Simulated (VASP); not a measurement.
Here is a VASP 6.6.1 calculation.

Contents of INCAR:

```
ALGO = Normal ; EDIFF = 1E-7
ENCUT = 520 ; GGA = PE
ISIF = 2 ; ISMEAR = -1
IVDW = 13 ; LASPH = True
LCHARG = False ; LREAL = False
LWAVE = False ; NBANDS = 18
NELM = 100 ; PREC = Accurate
SIGMA = 0.1
```

File KPOINTS:

```
k-points
0
Gamma
  8 8 6
```

Contents of POSCAR:

```
PtSe2
1.0
    3.7736071285      0.0000000000      0.0000000000
   -1.8868035642      3.2680396371      0.0000000000
    0.0000000000      0.0000000000      4.8166655727
Pt Se
1 2
Direct
    0.0000000000      0.0000000000      0.0000000000
    0.3333333333      0.6666666667      0.2658083252
    0.6666666667      0.3333333333      0.7341916748
```

Potentials or basis: VASP PAW PBE potentials, release 64 (Pt, Se).

Launch:

```console
$ cat potpaw_PBE.64/Pt/POTCAR potpaw_PBE.64/Se/POTCAR > POTCAR
$ mpirun -np 1 vasp_std > vasp.out
```

(1) What does it give for the band gap on the k mesh?

(2) Estimate the largest force.

Results:

(1) zero (bands 11 and 12 overlap by 0.81 eV).

(2) 0.007 eV/Å.

Caveat: spin-orbit coupling is left out, which moves the levels of the heavy elements.
